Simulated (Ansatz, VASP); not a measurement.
# C in VASP and in Ansatz

```
C
1.0
     2.45874    0.00000    0.00000
    -1.22894    7.62890    0.00000
     0.00000    0.00000   25.90649
C
24
Direct
  0.69704 0.14342 0.29122
  0.19674 0.64468 0.29131
  0.68480 0.62114 0.31400
  0.18500 0.11964 0.31389
  0.15760 0.06515 0.36831
  0.65756 0.56701 0.36845
  0.14487 0.54170 0.39425
  0.64485 0.03972 0.39410
  0.61888 0.98793 0.44721
  0.11904 0.49024 0.44738
  0.60641 0.46503 0.47359
  0.10619 0.96260 0.47340
  0.08058 0.91158 0.52641
  0.58081 0.41401 0.52660
  0.06812 0.38868 0.55279
  0.56796 0.88637 0.55262
  0.54214 0.83492 0.60575
  0.04215 0.33689 0.60589
  0.52939 0.31144 0.63169
  0.02945 0.80963 0.63156
  0.00224 0.75555 0.68601
  0.50198 0.25690 0.68611
  0.98992 0.23311 0.70877
  0.49030 0.73203 0.70870
```

Alike in both runs: functional PBEsol; k mesh 14 × 5 × 1; occupations gaussian, width 0.1 eV; no spin polarisation.

Ansatz relaxed the structure, and its values are those at the end. VASP's run is a single point on that final structure, the one shown.

|  | VASP | Ansatz |
| --- | --- | --- |
| version | VASP 6.6.1 | Ansatz 0.2.0 |
| potentials or method | VASP PAW PBE potentials, release 64 (C), cutoff 520 eV | scalar-relativistic, plane waves, PAW |
| valence electrons in the cell | 96 | 96 |

```csv
,VASP,Ansatz,Ansatz less VASP
gap on the k mesh at the Fermi level (eV),none,none,-
rms of the force components (eV/Å),0.016,0.008,-0.0075
```

VASP's potentials were made for PBE, not for PBEsol. A gap of «none» marks a metal or a gap that the smearing closes. Ansatz's warnings: xc potential rough in thin density.
